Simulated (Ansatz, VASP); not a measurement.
# La: VASP beside Ansatz

```
CELL_PARAMETERS angstrom
3.75000 0.00000 0.00000
-1.87500 3.24760 0.00000
0.00000 0.00000 6.07000
ATOMIC_POSITIONS crystal
La 0.66667 0.33333 0.75000
La 0.33333 0.66667 0.25000
```

Alike in both runs: functional PBEsol; k mesh 5 × 5 × 3; occupations fermi-dirac, width 0.05 eV; no spin polarisation.

|  | VASP | Ansatz |
| --- | --- | --- |
| version | VASP 6.6.1 | Ansatz 0.2.0 |
| potentials or method | VASP PAW PBE potentials, release 64 (La) | Ansatz PAW |
| plane-wave cutoff (eV) | 520 | 420 |
| valence electrons in the cell | 22 | 22 |
| task | single point | projected density of states |

|  | VASP | Ansatz | Ansatz less VASP |
| --- | --- | --- | --- |
| gap on the k mesh at the Fermi level (eV) | none | none | - |
| pressure (GPa) | -1.5 | -1.6 | -0.05 |
| traceless stress, the component that is largest in VASP (GPa) | -0.95 | -1.00 | -0.051 |

VASP's potentials were made for PBE, not for PBEsol. A gap of «none» marks a metal or a gap that the smearing closes.

The k mesh is coarse, so the values compare programs but aren't converged. Spin-orbit coupling is off throughout.
